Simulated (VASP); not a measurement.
# Ni in VASP: single point with PBE

Aim: the single point of Ni with PBE.

Program: VASP 6.6.1. These are calculated values, not measurements. Logs are shortened: lines on timing, memory, paths and dates and some standing lists are left out, and cuts for length are marked.

## Step 1: The cell of the first run

The cell holds a slab with vacuum, 4 atoms: a = 2.489 Å, b = 2.489 Å, c = 21.281 Å, α = 90.00°, β = 90.00°, γ = 90.00°.

## Step 2: Single point, PBE, collinear spin, ferromagnetic start

File INCAR:

```
SYSTEM = Ni
ALGO = Normal ; DIPOL = 0.5 0.5 0.500
EDIFF = 1E-7 ; ENCUT = 520
GGA = PE ; IDIPOL = 3
ISIF = 2 ; ISMEAR = 1
ISPIN = 2 ; LASPH = .TRUE.
LCHARG = .FALSE. ; LDIPOL = .TRUE.
LMAXMIX = 4 ; LORBIT = 11
LREAL = .FALSE. ; LWAVE = .FALSE.
MAGMOM = 1 1 1 1 ; NBANDS = 32
NELM = 150 ; PREC = Accurate
SIGMA = 0.1
```

File KPOINTS:

```
k-points
0
G
  16 16 1
  0 0 0
```

File POSCAR:

```
Ni
1.0
    2.4893873964      0.0000000000      0.0000000000
    0.0000000000      2.4893873964      0.0000000000
    0.0000000000      0.0000000000     21.2808000000
Ni
4
Direct
    0.2500000000      0.2500000000      0.3783360471
    0.7500000000      0.7500000000      0.4580019182
    0.2500000000      0.2500000000      0.5419981692
    0.7500000000      0.7500000000      0.6216638649
```

Potentials or basis: VASP PAW PBE potentials, release 64 (Ni).

Run with:

```
$ cat potpaw_PBE.64/Ni/POTCAR > POTCAR
$ mpirun -np 1 vasp_std > vasp.out
```

OUTCAR:

```text
SYSTEM = Ni
   EDIFF = 1E-7
   ENCUT = 520
   GGA = PE
   ISIF = 2
   ISMEAR = 1
   ISPIN = 2
   LASPH = .TRUE.
   LORBIT = 11
   LREAL = .FALSE.
   NELM = 150
   PREC = Accurate

 ion  position               nearest neighbor table
   1  0.250  0.250  0.378-   2 2.44   2 2.44   2 2.44   2 2.44
   2  0.750  0.750  0.458-   1 2.44   1 2.44   1 2.44   1 2.44   3 2.51   3 2.51   3 2.51   3 2.51

   3  0.250  0.250  0.542-   4 2.44   4 2.44   4 2.44   4 2.44   2 2.51   2 2.51   2 2.51   2 2.51

   4  0.750  0.750  0.622-   3 2.44   3 2.44   3 2.44   3 2.44

  LATTYP: Found a simple tetragonal cell.
 ALAT       =     2.4893873964
 C/A-ratio  =     8.5486092003

  Lattice vectors:

 A1 = (   2.4893873964,   0.0000000000,   0.0000000000)
 A2 = (   0.0000000000,   2.4893873964,   0.0000000000)
 A3 = (   0.0000000000,   0.0000000000,  21.2808000000)

Analysis of symmetry for initial positions (statically):
=====================================================================
 Subroutine PRICEL returns:
 Original cell was already a primitive cell.

 Routine SETGRP: Setting up the symmetry group for a
 simple tetragonal supercell.

 Subroutine GETGRP returns: Found 16 space group operations
 (whereof  4 operations were pure point group operations)
 out of a pool of 16 trial point group operations.

The static configuration has the point symmetry C_2h.
 The point group associated with its full space group is D_4h.

Analysis of symmetry for dynamics (positions and initial velocities):
=====================================================================
 Subroutine PRICEL returns:
 Original cell was already a primitive cell.

 Routine SETGRP: Setting up the symmetry group for a
 simple tetragonal supercell.

 Subroutine GETGRP returns: Found 16 space group operations
 (whereof  4 operations were pure point group operations)
 out of a pool of 16 trial point group operations.

The dynamic configuration has the point symmetry C_2h.
 The point group associated with its full space group is D_4h.

Analysis of structural, dynamic, and magnetic symmetry:
=====================================================================
 Subroutine PRICEL returns:
 Original cell was already a primitive cell.

 Routine SETGRP: Setting up the symmetry group for a
 simple tetragonal supercell.

 Subroutine GETGRP returns: Found 16 space group operations
 (whereof  4 operations were pure point group operations)
 out of a pool of 16 trial point group operations.

The overall configuration has the point symmetry C_2h.
 The point group associated with its full space group is D_4h.

 Subroutine INISYM returns: Found 16 space group operations
 (whereof  4 operations are pure point group operations),
 and found     1 'primitive' translations

----------------------------------------------------------------------------------------

                                     Primitive cell

  volume of cell :     131.8782

  direct lattice vectors                    reciprocal lattice vectors
     2.489387396  0.000000000  0.000000000     0.401705255  0.000000000  0.000000000
     0.000000000  2.489387396  0.000000000     0.000000000  0.401705255  0.000000000
     0.000000000  0.000000000 21.280800000     0.000000000  0.000000000  0.046990715

  length of vectors
     2.489387396  2.489387396 21.280800000     0.401705255  0.401705255  0.046990715

  position of ions in fractional coordinates (direct lattice)
     0.250000000  0.250000000  0.378336047
     0.750000000  0.750000000  0.458001918
     0.250000000  0.250000000  0.541998169
     0.750000000  0.750000000  0.621663865

  ion indices of the primitive-cell ions
   primitive index   ion index
                 1           1
                 2           2
                 3           3
                 4           4

----------------------------------------------------------------------------------------

 KPOINTS: k-points

Automatic generation of k-mesh.
 Grid dimensions read from file:
 generate k-points for:   16   16    1

 Generating k-lattice:

  Cartesian coordinates                     Fractional coordinates (reciprocal lattice)
     0.025106578  0.000000000  0.000000000     0.062500000  0.000000000  0.000000000
     0.000000000  0.025106578  0.000000000     0.000000000  0.062500000  0.000000000
     0.000000000  0.000000000  0.046990715     0.000000000  0.000000000  1.000000000

  Length of vectors
     0.025106578  0.025106578  0.046990715

  Shift w.r.t. Gamma in fractional coordinates (k-lattice)
     0.000000000  0.000000000  0.000000000

 Subroutine IBZKPT returns following result:
 ===========================================

 Found     45 irreducible k-points:

 Following reciprocal coordinates:
            Coordinates               Weight
  0.000000  0.000000  0.000000      1.000000
  0.062500  0.000000  0.000000      4.000000
  0.125000  0.000000  0.000000      4.000000
  0.187500  0.000000  0.000000      4.000000
  0.250000  0.000000  0.000000      4.000000
  0.312500  0.000000  0.000000      4.000000
[... 16 lines left out ...]
  0.437500  0.125000  0.000000      8.000000
  0.500000  0.125000  0.000000      4.000000
 [... further k-points ...]
   k-points           NKPTS =     45   k-points in BZ     NKDIM =     45   number of bands    NBANDS=     32
   number of dos      NEDOS =    301   number of ions     NIONS =      4
   total plane-waves  NPLWV =  64000
   dimension x,y,z NGX =    20 NGY =   20 NGZ =  160
   dimension x,y,z NGXF=    40 NGYF=   40 NGZF=  320
   ions per type =               4
   NGX,Y,Z   is equivalent  to a cutoff of  13.36, 13.36, 12.50 a.u.
   NGXF,Y,Z  is equivalent  to a cutoff of  26.71, 26.71, 25.00 a.u.
 SYSTEM =  Ni
   PREC   = accura    normal or accurate (medium, high low for compatibility)
   ISTART =      0    job   : 0-new  1-cont  2-samecut
   ICHARG =      2    charge: 1-file 2-atom 10-const
   ISPIN  =      2    spin polarized calculation?
   LNONCOLLINEAR =      F non collinear calculations
   LSORBIT =      F    spin-orbit coupling
   LASPH  =      T    aspherical Exc in radial PAW
   ENCUT  =  520.0 eV  38.22 Ry    6.18 a.u.   4.63  4.63 39.57*2*pi/ulx,y,z
   NELM   =    150;   NELMIN=  2; NELMDL= -5     # of ELM steps
   EDIFF  = 0.1E-06   stopping-criterion for ELM
   LREAL  =      F    real-space projection
   EDIFFG = 0.1E-05   stopping-criterion for IOM
   NSW    =      0    number of steps for IOM
   IBRION =     -1    ionic relax: 0-MD 1-quasi-New 2-CG
   NFREE  =      0    steps in history (QN), initial steepest desc. (CG)
   ISIF   =      2    stress and relaxation
   ISYM   =      2    0-nonsym 1-usesym 2-fastsym
   POTIM  = 0.5000    time-step for ionic-motion
   TEBEG  =    0.0;   TEEND  =   0.0 temperature during run
   PSTRESS=    0.0 pullay stress
   NELECT =      40.0000    total number of electrons
   NUPDOWN=      -1.0000    fix difference up-down
   EMIN   =  10.00;   EMAX   =-10.00  energy-range for DOS
   EFERMI =   0.00;   METHOD = LEGACY
   ISMEAR =     1;   SIGMA  =   0.10  broadening in eV -4-tet -1-fermi 0-gaus
   EFERMI_NEDOS =   21; number of points for ismear=-14 and -15
   IALGO  =     38    algorithm
   IMIX   =      4    mixing-type and parameters
     AMIX     =   0.40;   BMIX     =  1.00
     AMIX_MAG =   1.60;   BMIX_MAG =  1.00
  volume/ion in A,a.u.               =      32.97       222.49
  Fermi-wavevector in a.u.,A,eV,Ry     =   1.099944  2.078593 16.461369  1.209876
  Thomas-Fermi vector in A             =   2.236347
   LORBIT       =     11    0 simple, 1 ext, 2 COOP (PROOUT), +10 PAW based schemes
   GGA     = PE    functional components
   LHFCALC =     F    Hartree Fock is set to
   AEXX    =    0.0000 exact exchange contribution
   IVDW    =     0    specifies the selected vdW correction
   LEPSILON=     F    determine dielectric tensor
   LRPA    =     F    only Hartree local field effects (RPA)
 spin polarized calculation
 Methfessel and Paxton  Order N= 1 SIGMA  =   0.10
  energy-cutoff  :      520.00
  volume of cell :      131.88
 maximum number of plane-waves:      3609
 NGX is ok and might be reduce to    20
   NGX =  9   NGY =  9   NGZ = 79

 number of electron      39.9999971 magnetization       2.6351963

 dipolmoment           0.000000      0.000000     -0.000000 electrons x Angstroem

 Free energy of the ion-electron system (eV)
  ---------------------------------------------------
  ext. energy  EPLUGINS =         0.00000000
  ---------------------------------------------------
  free energy    TOTEN  =       -20.16735451 eV

  energy without entropy =      -20.16732767  energy(sigma->0) =      -20.16734556

 E-fermi :  -0.1187     XC(G=0):  -5.2811

 val. band max:       -0.1196057071   @ k =   0.4375   0.4375   0.0000
 cond. band min:      -0.1132983803   @ k =   0.0625   0.0000   0.0000
 fundamental gap:      0.0063073268
 Fermi energy:        -0.1186616700

 spin component 1

 k-point     1 :       0.0000    0.0000    0.0000
  band No.  band energies     occupation
      1      -8.5259      1.00000
      2      -6.8246      1.00000
      3      -4.8700      1.00000
      4      -4.6018      1.00000
      5      -4.1442      1.00000
      6      -3.6375      1.00000
[... 24 lines left out ...]
     31       9.9219      0.00000
     32      12.6536      0.00000

 k-point     2 :       0.0625    0.0000    0.0000
  band No.  band energies     occupation
      1      -8.4265      1.00000
      2      -6.7336      1.00000
      3      -4.7950      1.00000
      4      -4.5435      1.00000
      5      -4.1128      1.00000
      6      -3.6151      1.00000
[... 24 lines left out ...]
     31       9.9968      0.00000
     32      12.7428      0.00000
[... 733 lines left out ...]
     31       9.9829      0.00000
     32      11.3179      0.00000

 k-point    24 :       0.5000    0.1250    0.0000
  band No.  band energies     occupation
      1      -4.5253      1.00000
      2      -4.5253      1.00000
      3      -3.8899      1.00000
      4      -3.8899      1.00000
      5      -3.0327      1.00000
      6      -3.0327      1.00000
[... 24 lines left out ...]
     31      11.0923      0.00000
     32      11.0923      0.00000

 [... further k-points ...]

 spin component 2

 k-point     1 :       0.0000    0.0000    0.0000
  band No.  band energies     occupation
      1      -8.5609      1.00000
      2      -6.8418      1.00000
      3      -4.7732      1.00000
      4      -4.3004      1.00000
      5      -3.5326      1.00000
      6      -2.9944      1.00000
[... 24 lines left out ...]
     31       9.9105      0.00000
     32      12.5989      0.00000

 k-point     2 :       0.0625    0.0000    0.0000
  band No.  band energies     occupation
      1      -8.4611      1.00000
      2      -6.7492      1.00000
      3      -4.6936      1.00000
      4      -4.2386      1.00000
      5      -3.5022      1.00000
      6      -2.9732      1.00000
[... 24 lines left out ...]
     31       9.9850      0.00000
     32      12.6883      0.00000
[... 733 lines left out ...]
     31       9.9123      0.00000
     32      11.2226      0.00000

 k-point    24 :       0.5000    0.1250    0.0000
  band No.  band energies     occupation
      1      -4.1227      1.00000
      2      -4.1227      1.00000
      3      -3.5054      1.00000
      4      -3.5054      1.00000
      5      -2.5085      1.00000
      6      -2.5085      1.00000
[... 24 lines left out ...]
     31      11.0452      0.00000
     32      11.0452      0.00000

 [... further k-points ...]

------------------------ aborting loop because EDIFF is reached ----------------------------------------

 vacuum level on the upper side and lower side of the slab       (xc-potential included)        -0.023        -0.022

  FORCE on cell =-STRESS in cart. coord.  units (eV):
  Direction    XX          YY          ZZ          XY          YZ          ZX
  --------------------------------------------------------------------------------------
  -------------------------------------------------------------------------------------
  Total       -1.6299061     -1.6299061     -0.0420900     -0.0000000     -0.0000000     -0.0000000
  in kB      -19.8015984    -19.8015984     -0.5113476     -0.0000000     -0.0000000     -0.0000000
  external PRESSURE =     -13.3715148 kB  Pullay stress =       0.0000000 kB

 VOLUME and BASIS-vectors are now :
 -----------------------------------------------------------------------------
  energy-cutoff  :      520.00
  volume of cell :      131.88
      direct lattice vectors                 reciprocal lattice vectors
     2.489387396  0.000000000  0.000000000     0.401705255  0.000000000  0.000000000
     0.000000000  2.489387396  0.000000000     0.000000000  0.401705255  0.000000000
     0.000000000  0.000000000 21.280800000     0.000000000  0.000000000  0.046990715

 POSITION                                       TOTAL-FORCE (eV/Angst)
 -----------------------------------------------------------------------------------
      0.62235      0.62235      8.05129        -0.000000      0.000000      0.002355
      1.86704      1.86704      9.74665        -0.000000     -0.000000      0.015403
      0.62235      0.62235     11.53415        -0.000000     -0.000000     -0.015403
      1.86704      1.86704     13.22950         0.000000     -0.000000     -0.002355
 -----------------------------------------------------------------------------------
    total drift:                               -0.000000      0.000000     -0.000090

  FREE ENERGIE OF THE ION-ELECTRON SYSTEM (eV)
  ---------------------------------------------------
  free  energy   TOTEN  =       -20.1673545084 eV

  energy  without entropy=      -20.1673276738  energy(sigma->0) =      -20.16734556

 vacuum level on the upper side and lower side of the slab         4.810         4.811

 total charge

# of ion       s       p       d       tot
------------------------------------------
    1        0.478   0.350   8.329   9.157
    2        0.497   0.504   8.316   9.317
    3        0.497   0.504   8.316   9.317
    4        0.478   0.350   8.329   9.157
--------------------------------------------------
tot          1.950   1.708  33.289  36.947

 magnetization (x)

# of ion       s       p       d       tot
------------------------------------------
    1       -0.004  -0.021   0.727   0.702
    2       -0.008  -0.026   0.686   0.652
    3       -0.008  -0.026   0.686   0.652
    4       -0.004  -0.021   0.727   0.702
--------------------------------------------------
tot         -0.024  -0.093   2.825   2.708
```

It took 25 min on 1 thread of Intel Xeon 8259CL, shared host; peak memory 0.45 GiB.

What came out:

| Item | Value |
| --- | --- |
| Free energy | -20.1674 eV |
| Largest force | 0.015 eV/Å |
| Net moment | 2.64 μB per cell |
| Site moments | Ni +0.70, +0.65 (each value once) μB |
| Valence electrons inside the program's atomic spheres | Ni 9.16, 9.32 (each value once) |

Forces in eV/Å, atoms in the order of the input:
```
Ni   0.000  0.000  0.002
Ni   0.000  0.000  0.015
Ni   0.000  0.000 -0.015
Ni   0.000  0.000 -0.002
```
